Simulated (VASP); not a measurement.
# Li (P-6m2) in VASP: notebook

The runs below take Li through single point, relaxation of cell and atoms, with PBE.

All numbers are computed with VASP 6.6.1; they aren't measurements. Logs are shortened: lines on timing, memory, paths and dates and some standing lists are left out, and cuts for length are marked.

### 1 The cell of the first run

Symmetry: P-6m2, No. 187, hexagonal system. Conventional cell: a = 3.006 Å, b = 3.006 Å, c = 7.793 Å, α = 90.00°, β = 90.00°, γ = 120.00°. Within 3.6 Å of Li (site symmetry 3m) lie 10 Li at 2.76 to 3.06 Å. Li (site symmetry -6m2) has 12 Li at 3.01 to 3.06 Å within 4.0 Å.

### 2 Single point, PBE

Input file INCAR:

```
SYSTEM = Li
PREC = Accurate
ENCUT = 520
EDIFF = 1E-7
ISMEAR = 0
SIGMA = 0.1
LREAL = .False.
LASPH = .True.
NELM = 100
ALGO = Normal
ISIF = 2
LWAVE = .False.
LCHARG = .True.
GGA = PE
LELF = .True.
LVHAR = .True.
NBANDS = 12
```

Input file KPOINTS:

```
Automatic mesh
0
Gamma
  18 18 6
  0 0 0
```

Input file POSCAR:

```
Li
1.0
    3.0055774099      0.0000000000      0.0000000000
   -1.5027887050      2.6029063900      0.0000000000
    0.0000000000      0.0000000000      7.7929750588
Li
3
Direct
    0.6666666667      0.3333333333      0.6769758355
    0.6666666667      0.3333333333      0.3230241645
    0.0000000000      0.0000000000      0.0000000000
```

Potentials or basis: VASP PAW PBE potentials, release 64 (Li_sv).

Started as:

```console
cat potpaw_PBE.64/Li_sv/POTCAR > POTCAR
mpirun -np 1 vasp_std > vasp.out
```

OUTCAR:

```text
SYSTEM = Li
   PREC = Accurate
   ENCUT = 520
   EDIFF = 1E-7
   ISMEAR = 0
   LREAL = .False.
   LASPH = .True.
   NELM = 100
   ISIF = 2
   GGA = PE

 ion  position               nearest neighbor table
   1  0.667  0.333  0.677-
   2  0.667  0.333  0.323-
   3  0.000  0.000  0.000-

  LATTYP: Found a hexagonal cell.
 ALAT       =     3.0055774099
 C/A-ratio  =     2.5928379130

  Lattice vectors:

 A1 = (   3.0055774099,   0.0000000000,   0.0000000000)
 A2 = (  -1.5027887050,   2.6029063900,   0.0000000000)
 A3 = (   0.0000000000,   0.0000000000,   7.7929750588)

Analysis of symmetry for initial positions (statically):
=====================================================================
 Subroutine PRICEL returns:
 Original cell was already a primitive cell.

 Routine SETGRP: Setting up the symmetry group for a
 hexagonal supercell.

 Subroutine GETGRP returns: Found 12 space group operations
 (whereof 12 operations were pure point group operations)
 out of a pool of 24 trial point group operations.

The static configuration has the point symmetry D_3h.

Analysis of symmetry for dynamics (positions and initial velocities):
=====================================================================
 Subroutine PRICEL returns:
 Original cell was already a primitive cell.

 Routine SETGRP: Setting up the symmetry group for a
 hexagonal supercell.

 Subroutine GETGRP returns: Found 12 space group operations
 (whereof 12 operations were pure point group operations)
 out of a pool of 24 trial point group operations.

The dynamic configuration has the point symmetry D_3h.

 Subroutine INISYM returns: Found 12 space group operations
 (whereof 12 operations are pure point group operations),
 and found     1 'primitive' translations

----------------------------------------------------------------------------------------

                                     Primitive cell

  volume of cell :      60.9663

  direct lattice vectors                    reciprocal lattice vectors
     3.005577410  0.000000000  0.000000000     0.332714771  0.192092963  0.000000000
    -1.502788705  2.602906390  0.000000000     0.000000000  0.384185925  0.000000000
     0.000000000  0.000000000  7.792975059     0.000000000  0.000000000  0.128320698

  length of vectors
     3.005577410  3.005577410  7.792975059     0.384185925  0.384185925  0.128320698

  position of ions in fractional coordinates (direct lattice)
     0.666666667  0.333333333  0.676975836
     0.666666667  0.333333333  0.323024164
     0.000000000  0.000000000  0.000000000

  ion indices of the primitive-cell ions
   primitive index   ion index
                 1           1
                 2           2
                 3           3

----------------------------------------------------------------------------------------

 KPOINTS: Automatic mesh

Automatic generation of k-mesh.
 Grid dimensions read from file:
 generate k-points for:   18   18    6

 Generating k-lattice:

  Cartesian coordinates                     Fractional coordinates (reciprocal lattice)
     0.018484154  0.010671831  0.000000000     0.055555556 -0.000000000  0.000000000
     0.000000000  0.021343663  0.000000000     0.000000000  0.055555556  0.000000000
     0.000000000  0.000000000  0.021386783     0.000000000  0.000000000  0.166666667

  Length of vectors
     0.021343663  0.021343663  0.021386783

  Shift w.r.t. Gamma in fractional coordinates (k-lattice)
     0.000000000  0.000000000  0.000000000

 Subroutine IBZKPT returns following result:
 ===========================================

 Found    148 irreducible k-points:

 Following reciprocal coordinates:
            Coordinates               Weight
  0.000000  0.000000  0.000000      1.000000
  0.055556  0.000000  0.000000      6.000000
  0.111111  0.000000  0.000000      6.000000
  0.166667 -0.000000  0.000000      6.000000
  0.222222  0.000000  0.000000      6.000000
  0.277778  0.000000  0.000000      6.000000
[... 16 lines left out ...]
  0.333333  0.111111  0.000000     12.000000
  0.388889  0.111111  0.000000     12.000000
 [... further k-points ...]
   k-points           NKPTS =    148   k-points in BZ     NKDIM =    148   number of bands    NBANDS=     12
   number of dos      NEDOS =    301   number of ions     NIONS =      3
   total plane-waves  NPLWV =  34560
   dimension x,y,z NGX =    24 NGY =   24 NGZ =   60
   dimension x,y,z NGXF=    48 NGYF=   48 NGZF=  120
   ions per type =               3
   NGX,Y,Z   is equivalent  to a cutoff of  13.27, 13.27, 12.80 a.u.
   NGXF,Y,Z  is equivalent  to a cutoff of  26.55, 26.55, 25.60 a.u.
 SYSTEM =  Li
   PREC   = accura    normal or accurate (medium, high low for compatibility)
   ISTART =      0    job   : 0-new  1-cont  2-samecut
   ICHARG =      2    charge: 1-file 2-atom 10-const
   ISPIN  =      1    spin polarized calculation?
   LNONCOLLINEAR =      F non collinear calculations
   LSORBIT =      F    spin-orbit coupling
   LASPH  =      T    aspherical Exc in radial PAW
   ENCUT  =  520.0 eV  38.22 Ry    6.18 a.u.   5.59  5.59 14.49*2*pi/ulx,y,z
   NELM   =    100;   NELMIN=  2; NELMDL= -5     # of ELM steps
   EDIFF  = 0.1E-06   stopping-criterion for ELM
   LREAL  =      F    real-space projection
   EDIFFG = 0.1E-05   stopping-criterion for IOM
   NSW    =      0    number of steps for IOM
   IBRION =     -1    ionic relax: 0-MD 1-quasi-New 2-CG
   NFREE  =      0    steps in history (QN), initial steepest desc. (CG)
   ISIF   =      2    stress and relaxation
   ISYM   =      2    0-nonsym 1-usesym 2-fastsym
   POTIM  = 0.5000    time-step for ionic-motion
   TEBEG  =    0.0;   TEEND  =   0.0 temperature during run
   PSTRESS=    0.0 pullay stress
   NELECT =       9.0000    total number of electrons
   NUPDOWN=      -1.0000    fix difference up-down
   EMIN   =  10.00;   EMAX   =-10.00  energy-range for DOS
   EFERMI =   0.00;   METHOD = LEGACY
   ISMEAR =     0;   SIGMA  =   0.10  broadening in eV -4-tet -1-fermi 0-gaus
   EFERMI_NEDOS =   21; number of points for ismear=-14 and -15
   IALGO  =     38    algorithm
   IMIX   =      4    mixing-type and parameters
     AMIX     =   0.40;   BMIX     =  1.00
     AMIX_MAG =   1.60;   BMIX_MAG =  1.00
  volume/ion in A,a.u.               =      20.32       137.14
  Fermi-wavevector in a.u.,A,eV,Ry     =   0.865218  1.635026 10.185361  0.748603
  Thomas-Fermi vector in A             =   1.983430
   LORBIT       =      0    0 simple, 1 ext, 2 COOP (PROOUT), +10 PAW based schemes
   GGA     = PE    functional components
   LHFCALC =     F    Hartree Fock is set to
   AEXX    =    0.0000 exact exchange contribution
   IVDW    =     0    specifies the selected vdW correction
   LEPSILON=     F    determine dielectric tensor
   LRPA    =     F    only Hartree local field effects (RPA)
 non-spin polarized calculation
 Gauss-broadening in eV      SIGMA  =   0.10
  energy-cutoff  :      520.00
  volume of cell :       60.97
 maximum number of plane-waves:      1685
 NGX is ok and might be reduce to    24
   NGX = 11   NGY = 11   NGZ = 29

 number of electron       9.0000003 magnetization

 Free energy of the ion-electron system (eV)
  ---------------------------------------------------
  ext. energy  EPLUGINS =         0.00000000
  ---------------------------------------------------
  free energy    TOTEN  =        -5.65277427 eV

  energy without entropy =       -5.64617175  energy(sigma->0) =       -5.64947301

 E-fermi :   0.5826     XC(G=0):  -7.0354

 val. band max:        0.5813472712   @ k =   0.4444   0.0000   0.5000
 cond. band min:       0.5830301464   @ k =   0.2778   0.2222   0.5000
 fundamental gap:      0.0016828752
 Fermi energy:         0.5826430973

 k-point     1 :       0.0000    0.0000    0.0000
  band No.  band energies     occupation
      1     -46.0092      2.00000
      2     -45.9994      2.00000
      3     -45.8536      2.00000
      4      -2.9355      2.00000
      5      -1.1433      2.00000
      6      -1.1167      2.00000
      7       5.3936      0.00000
      8       5.7720      0.00000
      9      13.5835      0.00000
     10      13.5835      0.00000
     11      14.2161      0.00000
     12      14.6935      0.00000

 k-point     2 :       0.0556    0.0000    0.0000
  band No.  band energies     occupation
      1     -46.0087      2.00000
      2     -45.9990      2.00000
      3     -45.8532      2.00000
      4      -2.8847      2.00000
      5      -1.0886      2.00000
      6      -1.0607      2.00000
      7       5.4325      0.00000
      8       5.7966      0.00000
      9      13.0326      0.00000
     10      13.2058      0.00000
     11      14.2217      0.00000
     12      14.4698      0.00000

 k-point     3 :       0.1111    0.0000    0.0000
  band No.  band energies     occupation
      1     -46.0074      2.00000
      2     -45.9977      2.00000
      3     -45.8519      2.00000
      4      -2.7324      2.00000
      5      -0.9251      2.00000
      6      -0.8935      2.00000
      7       5.5482      0.00000
      8       5.8656      0.00000
      9      11.7664      0.00000
     10      12.4959      0.00000
     11      13.6658      0.00000
     12      13.7238      0.00000
[... 286 lines left out ...]
 k-point    23 :       0.3333    0.1111    0.0000
  band No.  band energies     occupation
      1     -45.9953      2.00000
      2     -45.9863      2.00000
      3     -45.8403      2.00000
      4      -0.3331      2.00000
      5       1.5020      0.00000
      6       1.5406      0.00000
      7       4.3044      0.00000
      8       5.9256      0.00000
      9       6.3119      0.00000
     10       7.5427      0.00000
     11       8.3504      0.00000
     12       9.6611      0.00000

 k-point    24 :       0.3889    0.1111    0.0000
  band No.  band energies     occupation
      1     -45.9940      2.00000
      2     -45.9851      2.00000
      3     -45.8391      2.00000
      4       0.3283      1.99968
      5       1.7939      0.00000
      6       2.1386      0.00000
      7       3.7711      0.00000
      8       5.1937      0.00000
      9       5.3210      0.00000
     10       7.6180      0.00000
     11       8.7934      0.00000
     12       9.6373      0.00000

 [... further k-points ...]
[... 5 lines left out ...]
  --------------------------------------------------------------------------------------
  -------------------------------------------------------------------------------------
  Total       -0.0327860     -0.0327860     -0.0214169      0.0000000      0.0000000      0.0000000
  in kB       -0.8616076     -0.8616076     -0.5628299      0.0000000      0.0000000      0.0000000
  external PRESSURE =      -0.7620150 kB  Pullay stress =       0.0000000 kB

 VOLUME and BASIS-vectors are now :
 -----------------------------------------------------------------------------
  energy-cutoff  :      520.00
  volume of cell :       60.97
      direct lattice vectors                 reciprocal lattice vectors
     3.005577410  0.000000000  0.000000000     0.332714771  0.192092963  0.000000000
    -1.502788705  2.602906390  0.000000000     0.000000000  0.384185925  0.000000000
     0.000000000  0.000000000  7.792975059     0.000000000  0.000000000  0.128320698

 POSITION                                       TOTAL-FORCE (eV/Angst)
 -----------------------------------------------------------------------------------
      1.50279      0.86764      5.27566         0.000000     -0.000000     -0.004893
      1.50279      0.86764      2.51732        -0.000000      0.000000      0.004893
      0.00000      0.00000      0.00000         0.000000     -0.000000      0.000000
 -----------------------------------------------------------------------------------
    total drift:                               -0.000000      0.000000      0.000000

  FREE ENERGIE OF THE ION-ELECTRON SYSTEM (eV)
  ---------------------------------------------------
  free  energy   TOTEN  =        -5.6527742704 eV

  energy  without entropy=       -5.6461717453  energy(sigma->0) =       -5.64947301
```

Wall time 38 s (1 thread of Intel Xeon 6975P-C (Granite Rapids), shared host); peak memory 0.21 GiB.

Results:

```
Free energy   : -5.6528 eV
Largest force : 0.005 eV/Å
```

Forces in eV/Å, atoms in the order of the input:
```
Li   0.000  0.000 -0.005
Li   0.000  0.000  0.005
Li   0.000  0.000  0.000
```

Caveat: the cutoff is under 1.25 times the usual one of these potentials, so pressure, stress and relaxed cells hold a basis-set (Pulay) error.

### 3 Relaxation of cell and atoms, PBE

Input file INCAR:

```
SYSTEM = Li
PREC = Accurate
ENCUT = 600
EDIFF = 1E-6
ISMEAR = 0
SIGMA = 0.1
LREAL = .False.
LASPH = .True.
NELM = 100
ALGO = Normal
ISIF = 3
LWAVE = .False.
LCHARG = .False.
GGA = PE
IBRION = 2
NSW = 100
EDIFFG = -0.01
```

KPOINTS is that of step 2.

Input file POSCAR:

```
Li
1.0
    3.0088829570      0.0000000000      0.0000000000
   -1.5044414785      2.6057690778      0.0000000000
    0.0000000000      0.0000000000      7.7861941878
Li
3
Direct
    0.6666666667      0.3333333333      0.6763014927
    0.6666666667      0.3333333333      0.3236985073
    0.0000000000      0.0000000000      0.0000000000
```

Potentials or basis: VASP PAW PBE potentials, release 64 (Li_sv).

Started as:

```console
cat potpaw_PBE.64/Li_sv/POTCAR > POTCAR
mpirun -np 1 vasp_std > vasp.out
```

OUTCAR:

```text
SYSTEM = Li
   PREC = Accurate
   ENCUT = 600
   EDIFF = 1E-6
   ISMEAR = 0
   LREAL = .False.
   LASPH = .True.
   NELM = 100
   ISIF = 3
   GGA = PE
   IBRION = 2
   NSW = 100
   EDIFFG = -0.01

 ion  position               nearest neighbor table
   1  0.667  0.333  0.676-
   2  0.667  0.333  0.324-
   3  0.000  0.000  0.000-

  LATTYP: Found a hexagonal cell.
 ALAT       =     3.0088829570
 C/A-ratio  =     2.5877358139

  Lattice vectors:

 A1 = (   3.0088829570,   0.0000000000,   0.0000000000)
 A2 = (  -1.5044414785,   2.6057690778,   0.0000000000)
 A3 = (   0.0000000000,   0.0000000000,   7.7861941878)
[... 256 lines left out ...]
  ext. energy  EPLUGINS =         0.00000000
  ---------------------------------------------------
  free energy    TOTEN  =        -5.65230034 eV

  energy without entropy =       -5.64574618  energy(sigma->0) =       -5.64902326

 E-fermi :   0.6071     XC(G=0):  -7.0584

 val. band max:        0.6048336509   @ k =   0.5000  -0.0000   0.1667
 cond. band min:       0.6142075788   @ k =   0.2778   0.2222   0.5000
 fundamental gap:      0.0093739279
 Fermi energy:         0.6070691244

 k-point     1 :       0.0000    0.0000    0.0000
  band No.  band energies     occupation
      1     -45.9647      2.00000
      2     -45.9544      2.00000
      3     -45.8136      2.00000
      4      -2.9228      2.00000
      5      -1.1268      2.00000
      6      -1.1030      2.00000
      7       5.4522      0.00000
      8       5.8089      0.00000
[... 243 lines left out ...]
 k-point    24 :       0.3889    0.1111    0.0000
  band No.  band energies     occupation
      1     -45.9492      2.00000
      2     -45.9397      2.00000
      3     -45.7986      2.00000
      4       0.3538      1.99966
      5       1.8234      0.00000
      6       2.1767      0.00000
      7       3.8242      0.00000
      8       5.2506      0.00000

 [... further k-points ...]
[... 5 lines left out ...]
  --------------------------------------------------------------------------------------
  -------------------------------------------------------------------------------------
  Total       -0.0012203     -0.0012203     -0.0027776      0.0000000     -0.0000000      0.0000000
  in kB       -0.0323646     -0.0323646     -0.0736694      0.0000000     -0.0000000      0.0000000
  external PRESSURE =      -0.0461329 kB  Pullay stress =       0.0000000 kB
[... 18 lines left out ...]
  FREE ENERGIE OF THE ION-ELECTRON SYSTEM (eV)
  ---------------------------------------------------
  free  energy   TOTEN  =        -5.6523003437 eV

  energy  without entropy=       -5.6457461840  energy(sigma->0) =       -5.64902326

 reached required accuracy - stopping structural energy minimisation
```

OSZICAR:

```text
N       E                     dE             d eps       ncg     rms          rms(c)
DAV:   1     0.979104319923E+01    0.97910E+01   -0.41581E+03  2368   0.107E+03
DAV:   2    -0.213575914364E+01   -0.11927E+02   -0.11676E+02  3096   0.105E+02
[... 21 lines left out ...]
DAV:   2    -0.565257307995E+01   -0.30798E-03   -0.53561E-03  3688   0.800E-01    0.183E-01
DAV:   3    -0.565245788528E+01    0.11519E-03   -0.12381E-03  4704   0.249E-01    0.162E-01
DAV:   4    -0.565229109319E+01    0.16679E-03   -0.25924E-04  4440   0.152E-01    0.108E-02
DAV:   5    -0.565229738773E+01   -0.62945E-05   -0.20797E-05  2752   0.445E-02    0.541E-03
DAV:   6    -0.565229986619E+01   -0.24785E-05   -0.94985E-07  1696   0.108E-02    0.260E-04
DAV:   7    -0.565230034366E+01   -0.47747E-06   -0.39870E-07  1376   0.849E-03
   3 F= -.56523003E+01 E0= -.56490233E+01  d E =-.358041E-03
```

CONTCAR:

```text
Li
   1.00000000000000
     2.9952044754295182    0.0000000000000000    0.0000000000000000
    -1.4976022377147591    2.5939231652744392   -0.0000000000000000
    -0.0000000000000000    0.0000000000000000    7.7752767895050647
  Li
     3
Direct
     0.6666666667000030    0.3333333332999970    0.6764746006605628
     0.6666666667000030    0.3333333332999970    0.3235253993394372
     0.0000000000000000    0.0000000000000000    0.0000000000000000

  0.00000000E+00  0.00000000E+00  0.00000000E+00
  0.00000000E+00  0.00000000E+00  0.00000000E+00
  0.00000000E+00  0.00000000E+00  0.00000000E+00
```

It took 48 s on 1 thread of Intel Xeon 6975P-C (Granite Rapids), shared host; peak memory 0.21 GiB.

What came out:

| Quantity | Value |
| --- | --- |
| Free energy | -5.6523 eV |
| Relaxed volume | 20.14 Å³/atom |
| Relaxed cell | a = 2.995 Å, b = 2.995 Å, c = 7.775 Å, α = 90.00°, β = 90.00°, γ = 120.00° |
| Space group after relaxing (to 0.05 Å) | P-6m2 (No. 187) |
| Energy gained by relaxing | 0.1 meV/atom |
| Ionic steps | 3 |
| Pressure after relaxing | 0.0 GPa |

Step by step:
| step | energy change (eV) | largest force (eV/Å) | pressure (GPa) | volume (Å³) |
| --- | --- | --- | --- | --- |
| 1 | 0.0000 | 0.0071 | -0.14 | 61.05 |
| 2 | -0.0002 | 0.0052 | -0.11 | 60.89 |
| 3 | -0.0004 | 0.0004 | 0.00 | 60.41 |

Final structure:
```yaml
crystal:
  lattice:
    - [2.99520, 0.00000, 0.00000]
    - [-1.49760, 2.59392, 0.00000]
    - [0.00000, 0.00000, 7.77528]
  atoms:
    - { symbol: Li, position: [0.66667, 0.33333, 0.67647] }
    - { symbol: Li, position: [0.66667, 0.33333, 0.32353] }
    - { symbol: Li, position: [0.00000, 0.00000, 0.00000] }
```

Caveat: the cutoff is under 1.25 times the usual one of these potentials, so pressure, stress and relaxed cells hold a basis-set (Pulay) error.

### 4 Single point, PBE

This run uses another cell than the first one, of 20.44 Å³/atom, 1.006 times its volume.

Input file INCAR:

```
SYSTEM = Li
ALGO = Normal
EDIFF = 1E-7
ENCUT = 520
GGA = PE
ISIF = 2
ISMEAR = 0
LASPH = .TRUE.
LCHARG = .TRUE.
LELF = .TRUE.
LREAL = .FALSE.
LVHAR = .TRUE.
LWAVE = .FALSE.
NBANDS = 12
NELM = 80
PREC = Accurate
SIGMA = 0.1
```

Input file KPOINTS:

```
k-points
0
G
  6 6 4
  0 0 0
```

Input file POSCAR:

```
Li
1.0
    3.5545951200      0.0000000000      0.0000000000
   -1.7772975600      3.0783696700      0.0000000000
    0.0000000000      0.0000000000      5.6034012000
Li
3
Direct
    0.6666666700      0.3333333300      0.7249647000
    0.6666666700      0.3333333300      0.2750353000
    0.0000000000      0.0000000000      0.0000000000
```

Started as:

```console
cat potpaw_PBE.64/Li_sv/POTCAR > POTCAR
mpirun -np 1 vasp_std > vasp.out
```

It took 18 s on 1 thread of AMD EPYC 7R43 (Zen 3), shared host; peak memory 0.13 GiB.

Results (log left out):

```yaml
Free_energy: -4.9192 eV
Largest_force: 0.408 eV/Å
```

Forces in eV/Å, atoms in the order of the input:
```
Li   0.000  0.000 -0.408
Li   0.000  0.000  0.408
Li   0.000  0.000  0.000
```

Levels at points of the mesh, in eV from the Fermi level:
```tsv
k point	band 1	band 2	band 3	band 4	band 5	band 6	band 7	band 8	band 9	band 10
(0.00, 0.00, 0.00)	-47.00	-46.97	-46.75	-3.52	-0.24	0.50	7.21	7.21	9.39	9.39
(0.50, 0.00, 0.00)	-46.99	-46.96	-46.75	-1.07	-0.09	2.19	2.36	4.45	4.97	5.33
(0.00, 0.00, 0.50)	-46.99	-46.98	-46.75	-2.81	-2.41	3.80	6.12	7.78	7.78	8.95
(0.50, 0.00, 0.50)	-46.99	-46.97	-46.75	-0.51	0.03	0.71	1.72	5.02	6.46	6.53
```

Caveat: the cutoff is under 1.25 times the usual one of these potentials, so pressure, stress and relaxed cells hold a basis-set (Pulay) error.

(Part 1 of 2 ends here.)
